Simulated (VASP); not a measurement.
# HfB2 (P6/mmm) in VASP: further runs

Aim: see how the results for HfB2 move with the level of theory and the settings. Levels: revPBE+D3(BJ), PBE+D3(BJ), PBEsol. Tasks: single point.

Everything below comes from runs of VASP 6.6.1. Logs are shortened: lines on timing, memory, paths and dates and some standing lists are left out, and cuts for length are marked.

## (1) The cell of the first run

It takes space group P6/mmm (No. 191, hexagonal). Conventional cell: a = 3.113 Å, b = 3.113 Å, c = 3.444 Å, α = 90.00°, β = 90.00°, γ = 120.00°. Within 3.3 Å of Hf (site symmetry 6/mmm) lie 12 B at 2.49 Å and 6 Hf at 3.11 Å. Within 2.5 Å of B (site symmetry -6m2) lie 3 B at 1.80 Å and 6 Hf at 2.49 Å.

## (2) Single point, revPBE+D3(BJ)

File INCAR:

```
PREC     = Accurate       # precision mode
ENCUT    = 520            # plane-wave cutoff, eV
EDIFF    = 1E-7           # SCF threshold, eV
ISMEAR   = -1             # smearing method
SIGMA    = 0.1            # smearing width, eV
LREAL    = False          # projectors in reciprocal space
LASPH    = True           # aspherical terms in the spheres
NELM     = 100            # most SCF steps
ALGO     = Normal         # electronic algorithm
ISIF     = 2              # what is computed and relaxed
LWAVE    = False          # write WAVECAR
LCHARG   = True           # write CHGCAR
GGA      = RE             # functional
IVDW     = 12             # dispersion correction
LELF     = True           # ELF
LVHAR    = True         
NBANDS   = 15             # bands
```

File KPOINTS:

```
regular mesh
0
Gamma
  12 12 10
```

File POSCAR:

```
HfB2
1.0
    3.1132995511      0.0000000000      0.0000000000
   -1.5566497755      2.6961965008      0.0000000000
    0.0000000000      0.0000000000      3.4444252968
Hf B
1 2
Direct
    0.0000000000      0.0000000000      0.0000000000
    0.3333333333      0.6666666667      0.5000000000
    0.6666666667      0.3333333333      0.5000000000
```

Potentials or basis: VASP PAW PBE potentials, release 64 (Hf_pv, B).

Launch:

```
$ cat potpaw_PBE.64/Hf_pv/POTCAR potpaw_PBE.64/B/POTCAR > POTCAR
$ mpirun -np 1 vasp_std > vasp.out
```

OUTCAR:

```text
PREC = Accurate
   ENCUT = 520
   EDIFF = 1E-7
   ISMEAR = -1
   LREAL = False
   LASPH = True
   NELM = 100
   ISIF = 2
   GGA = RE
   IVDW = 12
 IVDW          = 12

 ion  position               nearest neighbor table
   1  0.000  0.000  0.000-   2 2.49   3 2.49   2 2.49   3 2.49   2 2.49   2 2.49   3 2.49   3 2.49
                             3 2.49   3 2.49   2 2.49   2 2.49
   2  0.333  0.667  0.500-   3 1.80   3 1.80   3 1.80   1 2.49   1 2.49   1 2.49   1 2.49   1 2.49
                             1 2.49
   3  0.667  0.333  0.500-   2 1.80   2 1.80   2 1.80   1 2.49   1 2.49   1 2.49   1 2.49   1 2.49
                             1 2.49

  LATTYP: Found a hexagonal cell.
 ALAT       =     3.1132995511
 C/A-ratio  =     1.1063584600

  Lattice vectors:

 A1 = (   3.1132995511,   0.0000000000,   0.0000000000)
 A2 = (  -1.5566497755,   2.6961965008,   0.0000000000)
 A3 = (   0.0000000000,   0.0000000000,   3.4444252968)

Analysis of symmetry for initial positions (statically):
=====================================================================
 Subroutine PRICEL returns:
 Original cell was already a primitive cell.

 Routine SETGRP: Setting up the symmetry group for a
 hexagonal supercell.

 Subroutine GETGRP returns: Found 24 space group operations
 (whereof 24 operations were pure point group operations)
 out of a pool of 24 trial point group operations.

The static configuration has the point symmetry D_6h.

Analysis of symmetry for dynamics (positions and initial velocities):
=====================================================================
 Subroutine PRICEL returns:
 Original cell was already a primitive cell.

 Routine SETGRP: Setting up the symmetry group for a
 hexagonal supercell.

 Subroutine GETGRP returns: Found 24 space group operations
 (whereof 24 operations were pure point group operations)
 out of a pool of 24 trial point group operations.

The dynamic configuration has the point symmetry D_6h.

 Subroutine INISYM returns: Found 24 space group operations
 (whereof 24 operations are pure point group operations),
 and found     1 'primitive' translations

----------------------------------------------------------------------------------------

                                     Primitive cell

  volume of cell :      28.9127

  direct lattice vectors                    reciprocal lattice vectors
[... 99 lines left out ...]
   PSTRESS=    0.0 pullay stress
   NELECT =      16.0000    total number of electrons
   NUPDOWN=      -1.0000    fix difference up-down
   EMIN   =  10.00;   EMAX   =-10.00  energy-range for DOS
   EFERMI =   0.00;   METHOD = LEGACY
   ISMEAR =    -1;   SIGMA  =   0.10  broadening in eV -4-tet -1-fermi 0-gaus
   EFERMI_NEDOS =   21; number of points for ismear=-14 and -15
   IALGO  =     38    algorithm
   IMIX   =      4    mixing-type and parameters
     AMIX     =   0.40;   BMIX     =  1.00
     AMIX_MAG =   1.60;   BMIX_MAG =  1.00
  volume/ion in A,a.u.               =       9.64        65.04
  Fermi-wavevector in a.u.,A,eV,Ry     =   1.344059  2.539904 24.578861  1.806495
  Thomas-Fermi vector in A             =   2.472083
   LORBIT       =      0    0 simple, 1 ext, 2 COOP (PROOUT), +10 PAW based schemes
   GGA     = RE    functional components
   LHFCALC =     F    Hartree Fock is set to
   AEXX    =    0.0000 exact exchange contribution
   IVDW    =    12    specifies the selected vdW correction
   LEPSILON=     F    determine dielectric tensor
   LRPA    =     F    only Hartree local field effects (RPA)
 non-spin polarized calculation
  energy-cutoff  :      520.00
  volume of cell :       28.91
 maximum number of plane-waves:       792
 NGX is ok and might be reduce to    24
   NGX = 11   NGY = 11   NGZ = 13

 number of electron      16.0000000 magnetization

 Free energy of the ion-electron system (eV)
  ---------------------------------------------------
  ext. energy  EPLUGINS =         0.00000000
  ---------------------------------------------------
  free energy    TOTEN  =       -25.49105004 eV

  energy without entropy =      -25.48274187  energy(sigma->0) =      -25.48689595

 E-fermi :   8.0642     XC(G=0): -12.7009

 val. band max:        7.9392222480   @ k =   0.1667   0.1667   0.2000
 cond. band min:       8.1187015510   @ k =   0.0833   0.0833   0.3000
 fundamental gap:      0.1794793030
 Fermi energy:         8.0641710563

 k-point     1 :       0.0000    0.0000    0.0000
  band No.  band energies     occupation
      1     -22.5960      2.00000
      2     -22.0694      2.00000
      3     -22.0694      2.00000
      4      -5.9854      2.00000
      5       4.9047      2.00000
      6       5.0048      2.00000
      7       5.0048      2.00000
      8       5.2006      2.00000
      9      12.1470      0.00000
     10      12.1470      0.00000
     11      12.8192      0.00000
     12      12.8192      0.00000
     13      13.0608      0.00000
     14      13.0608      0.00000
[... 401 lines left out ...]
      2     -22.5127      2.00000
      3     -22.2112      2.00000
      4      -3.7085      2.00000
      5       0.9335      2.00000
      6       4.0077      2.00000
      7       4.5309      2.00000
      8       5.4964      2.00000
      9      10.2811      0.00000
     10      11.1104      0.00000
     11      11.5518      0.00000
     12      13.0495      0.00000
     13      14.8549      0.00000
     14      16.6629      0.00000
     15      19.2732      0.00000

 [... further k-points ...]

------------------------ aborting loop because EDIFF is reached ----------------------------------------

 Edisp (eV)   -2.09289

 E8    (eV) :    -1.4729

  FORCE on cell =-STRESS in cart. coord.  units (eV):
  Direction    XX          YY          ZZ          XY          YZ          ZX
  --------------------------------------------------------------------------------------
  -------------------------------------------------------------------------------------
  Total      -0.09968    -0.09968    -0.02773    -0.00000     0.00000     0.00000
  in kB      -5.52345    -5.52345    -1.53681    -0.00000     0.00000     0.00000
  external pressure =       -4.19 kB  Pullay stress =        0.00 kB

 VOLUME and BASIS-vectors are now :
 -----------------------------------------------------------------------------
  energy-cutoff  :      520.00
  volume of cell :       28.91
      direct lattice vectors                 reciprocal lattice vectors
     3.113299551  0.000000000  0.000000000     0.321202629  0.185446424  0.000000000
    -1.556649775  2.696196501  0.000000000     0.000000000  0.370892848  0.000000000
     0.000000000  0.000000000  3.444425297     0.000000000  0.000000000  0.290324195

 POSITION                                       TOTAL-FORCE (eV/Angst)
 -----------------------------------------------------------------------------------
      0.00000      0.00000      0.00000         0.000000      0.000000      0.000000
     -0.00000      1.79746      1.72221        -0.000000      0.000000      0.000000
      1.55665      0.89873      1.72221         0.000000      0.000000      0.000000
 -----------------------------------------------------------------------------------
    total drift:                               -0.000000      0.000000      0.000000

  FREE ENERGIE OF THE ION-ELECTRON SYSTEM (eV)
  ---------------------------------------------------
  free  energy   TOTEN  =       -27.5839448899 eV

  energy  without entropy=      -27.5756367228  energy(sigma->0) =      -27.57979081
```

OSZICAR:

```text
N       E                     dE             d eps       ncg     rms          rms(c)
DAV:   1     0.297706933669E+02    0.29771E+02   -0.80769E+03  3420   0.102E+03
DAV:   2    -0.262965358402E+02   -0.56067E+02   -0.52559E+02  4557   0.221E+02
DAV:   3    -0.278088524600E+02   -0.15123E+01   -0.15069E+01  4407   0.267E+01
DAV:   4    -0.278146956106E+02   -0.58432E-02   -0.58421E-02  4064   0.206E+00
DAV:   5    -0.278147277926E+02   -0.32182E-04   -0.32181E-04  4407   0.136E-01    0.551E+01
DAV:   6    -0.256138089293E+02    0.22009E+01   -0.26166E+00  4120   0.119E+01    0.400E+01
DAV:   7    -0.255693572752E+02    0.44452E-01   -0.10162E+00  4358   0.749E+00    0.112E+01
DAV:   8    -0.254958729883E+02    0.73484E-01   -0.27562E-01  3994   0.403E+00    0.169E+00
DAV:   9    -0.254912076397E+02    0.46653E-02   -0.21343E-02  4001   0.120E+00    0.357E-01
DAV:  10    -0.254910433477E+02    0.16429E-03   -0.80498E-04  4253   0.239E-01    0.264E-01
DAV:  11    -0.254910521166E+02   -0.87689E-05   -0.48176E-05  4120   0.531E-02    0.914E-02
DAV:  12    -0.254910498677E+02    0.22488E-05   -0.28190E-06  4113   0.121E-02    0.150E-02
DAV:  13    -0.254910500182E+02   -0.15051E-06   -0.21027E-07  3929   0.382E-03    0.143E-03
DAV:  14    -0.254910500379E+02   -0.19635E-07   -0.24166E-08  1927   0.133E-03
   1 F= -.27583945E+02 E0= -.27579791E+02  d E =-.830817E-02
```

Wall time 21 s (1 thread of Intel Xeon 6975P-C (Granite Rapids), shared host); peak memory 0.18 GiB.

Results:

* Free energy: -27.5839 eV
* Pressure: -0.4 GPa
* Band gap on the k mesh: zero (bands 8 and 9 overlap by 1.37 eV)
* Dispersion energy per atom: -0.698 eV

Stress tensor (GPa, compression positive):
```
-0.55  0.00  0.00
 0.00 -0.55  0.00
 0.00  0.00 -0.15
```

Levels at points of the mesh, in eV from the Fermi level:
```csv
k point,band 4,band 5,band 6,band 7,band 8,band 9,band 10,band 11,band 12,band 13
"(0.00, 0.00, 0.00)",-14.05,-3.16,-3.06,-3.06,-2.86,4.08,4.08,4.76,4.76,5.00
"(0.50, 0.00, 0.00)",-10.03,-9.22,-4.31,-3.57,-3.05,2.08,2.73,5.71,5.82,6.38
"(0.00, 0.00, 0.50)",-11.53,-8.58,-1.30,-1.30,0.22,0.22,0.94,0.94,2.26,5.06
"(0.50, 0.00, 0.50)",-10.61,-7.67,-5.17,-4.90,-2.74,4.02,4.27,6.39,7.41,7.54
```

Caveat: the PAW data sets were made with another functional, which shifts forces and pressure a little; spin-orbit coupling is left out, which moves the levels of the heavy elements.

## (3) Single point, PBE+D3(BJ)

This run uses another cell than the first one, of 9.72 Å³/atom.

File INCAR:

```
PREC     = Accurate       # precision mode
ENCUT    = 520            # plane-wave cutoff, eV
EDIFF    = 1E-7           # SCF threshold, eV
ISMEAR   = -1             # smearing method
SIGMA    = 0.1            # smearing width, eV
LREAL    = False          # projectors in reciprocal space
LASPH    = True           # aspherical terms in the spheres
NELM     = 80             # most SCF steps
ALGO     = Normal         # electronic algorithm
ISIF     = 2              # what is computed and relaxed
LWAVE    = False          # write WAVECAR
LCHARG   = False          # write CHGCAR
GGA      = PE             # functional
IVDW     = 12             # dispersion correction
NBANDS   = 15             # bands
```

File KPOINTS:

```
Automatic mesh
0
Gamma
  12 12 10
```

File POSCAR:

```
HfB2
1.0
    3.1218900865      0.0000000000      0.0000000000
   -1.5609450433      2.7036361228      0.0000000000
    0.0000000000      0.0000000000      3.4562327597
Hf B
1 2
Direct
    0.0000000000      0.0000000000      0.0000000000
    0.3333333333      0.6666666667      0.5000000000
    0.6666666667      0.3333333333      0.5000000000
```

Potentials or basis: VASP PAW PBE potentials, release 64 (Hf_pv, B).

Launch:

```
$ cat potpaw_PBE.64/Hf_pv/POTCAR potpaw_PBE.64/B/POTCAR > POTCAR
$ mpirun -np 1 vasp_std > vasp.out
```

It took 23 s on 1 thread of Intel Xeon 6975P-C (Granite Rapids), shared host; peak memory 0.19 GiB.

The run converged. Its results:

```yaml
Free_energy: -27.5007 eV
Pressure: -0.3 GPa
Band_gap_on_the_k_mesh: zero (bands 8 and 9 overlap by 1.34 eV)
Dispersion_energy_per_atom: -0.369 eV
```

Stress tensor (GPa, compression positive):
```
-0.46  0.00  0.00
 0.00 -0.46  0.00
 0.00  0.00 -0.10
```

Levels at points of the mesh, in eV from the Fermi level:
```tsv
k point	band 6	band 7	band 8	band 9	band 10	band 11
(0.00, 0.00, 0.00)	-3.03	-3.03	-2.86	4.03	4.03	4.68
(0.50, 0.00, 0.00)	-4.28	-3.55	-3.01	2.06	2.70	5.63
(0.00, 0.00, 0.50)	-1.30	-1.30	0.22	0.22	0.93	0.93
(0.50, 0.00, 0.50)	-5.13	-4.86	-2.73	4.01	4.19	6.31
```

Caveat: spin-orbit coupling is left out, which moves the levels of the heavy elements.

## (4) Single point, PBEsol

This run uses another cell than the first one, of 9.73 Å³/atom.

File INCAR:

```
ALGO = Normal ; EDIFF = 1E-7
ENCUT = 520 ; GGA = PS
ISIF = 2 ; ISMEAR = -1
LASPH = True ; LCHARG = True
LELF = True ; LREAL = False
LVHAR = True ; LWAVE = False
NBANDS = 15 ; NELM = 100
PREC = Accurate ; SIGMA = 0.1
```

File KPOINTS:

```
k-points
0
Gamma
  12 12 10
```

File POSCAR:

```
HfB2
1.0
    3.1274630603      0.0000000000      0.0000000000
   -1.5637315302      2.7084624597      0.0000000000
    0.0000000000      0.0000000000      3.4473726565
Hf B
1 2
Direct
    0.0000000000      0.0000000000      0.0000000000
    0.3333333333      0.6666666667      0.5000000000
    0.6666666667      0.3333333333      0.5000000000
```

Launch:

```
$ cat potpaw_PBE.64/Hf_pv/POTCAR potpaw_PBE.64/B/POTCAR > POTCAR
$ mpirun -np 1 vasp_std > vasp.out
```

It took 25 s on 1 thread of Intel Xeon 6975P-C (Granite Rapids), shared host; peak memory 0.18 GiB.

Results (log left out):

| Item | Value |
| --- | --- |
| Free energy | -27.8715 eV |
| Pressure | -0.1 GPa |
| Band gap on the k mesh | zero (bands 8 and 9 overlap by 1.35 eV) |

Stress tensor (GPa, compression positive):
```
-0.19  0.00  0.00
 0.00 -0.19  0.00
 0.00  0.00  0.14
```

Levels at points of the mesh, in eV from the Fermi level:
```
           k point  band 6  band 7  band 8  band 9  band 10  band 11
(0.00, 0.00, 0.00)   -3.03   -3.03   -2.76    4.01     4.01     4.74
(0.50, 0.00, 0.00)   -4.23   -3.51   -3.02    2.13     2.69     5.65
(0.00, 0.00, 0.50)   -1.26   -1.26    0.17    0.17     0.91     0.91
(0.50, 0.00, 0.50)   -5.12   -4.86   -2.69    4.03     4.23     6.29
```

Caveat: the PAW data sets were made with another functional, which shifts forces and pressure a little; spin-orbit coupling is left out, which moves the levels of the heavy elements.

## (5) The runs side by side

```tsv
level	cell	gap on the mesh (eV)	pressure (GPa)
revPBE+D3(BJ)	a = 3.113, b = 3.113, c = 3.444 Å, angles 90.0, 90.0, 120.0°, 3 atoms	none	-0.4
PBE+D3(BJ)	a = 3.122, b = 3.122, c = 3.456 Å, angles 90.0, 90.0, 120.0°, 3 atoms	none	-0.3
PBEsol	a = 3.127, b = 3.127, c = 3.447 Å, angles 90.0, 90.0, 120.0°, 3 atoms	none	-0.1
```

Alike in all rows: task single point; potentials or basis VASP PAW PBE potentials, release 64 (Hf_pv, B); no spin polarisation; k mesh 12 × 12 × 10; cutoff (eV) 520; smearing fermi-dirac 0.1 eV.

Caveats: spin-orbit coupling is left out, which moves the levels of the heavy elements; the PAW data sets were made with another functional, which shifts forces and pressure a little (at least some runs).

Total energies depend on the potentials used, so only differences within one code and one set of settings carry meaning.

The gap in the log of VASP goes by the Fermi energy; the results here count the filled bands.